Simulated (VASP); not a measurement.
Wanted: the native input for a VASP 6.6.1 run.

| Property | Result |
| --- | --- |
| Task | single point |
| Functional | PBE |
| Potentials or basis | VASP PAW PBE potentials, release 64 (Hg_sv_GW, H) |
| Cutoff | 550 eV |
| k mesh | 6 × 6 × 6 |
| Occupations | gaussian, width 0.1 eV |
| Spin | no spin polarisation |
| Dipole correction | no |
| Further INCAR settings | ALGO = Normal; EDIFF = 1e-06; NBANDS = 20 |

The structure of HgH3 lies in POSCAR:

```
HgH3
1.0
    3.7208735160      0.0000000000      0.0000000000
   -1.8604367580      3.2223709891      0.0000000000
    0.0000000000      0.0000000000      3.7076072543
Hg H
1 3
Direct
    0.0000000000      0.0000000000      0.0000000000
    0.3333333333      0.6666666667      0.0000000000
    0.6666666667      0.3333333333      0.0000000000
    0.0000000000      0.0000000000      0.5000000000
```

The cell was generated, and may not be a known phase.

One way to write it, as run:

INCAR

```
SYSTEM = HgH3
PREC = Accurate ; ENCUT = 550
EDIFF = 1E-6 ; ISMEAR = 0
SIGMA = 0.1 ; LREAL = .False.
LASPH = .True. ; NELM = 120
ALGO = Normal ; ISIF = 2
LWAVE = .False. ; LCHARG = .False.
GGA = PE ; NBANDS = 20
GGA_COMPAT = .False.
```

KPOINTS

```
regular mesh
0
Gamma
  6 6 6
  0 0 0
```

Potentials or basis: VASP PAW PBE potentials, release 64 (Hg_sv_GW, H).

Command:

```console
$ cat potpaw_PBE.64/Hg_sv_GW/POTCAR potpaw_PBE.64/H/POTCAR > POTCAR
$ mpirun -np 1 vasp_std > vasp.out
```

Results of the run:

* Pressure: -0.4 GPa
* Band gap on the k mesh: zero (an odd number of electrons rules out a gap without spin polarisation)

Caveat: spin-orbit coupling is left out, which moves the levels of the heavy elements.

Run time: 19 s on 1 thread of Intel(R) Xeon(R) Platinum 8375C CPU @ 2.90GHz (Ice Lake), with other jobs on the host, peak memory 0.18 GiB.
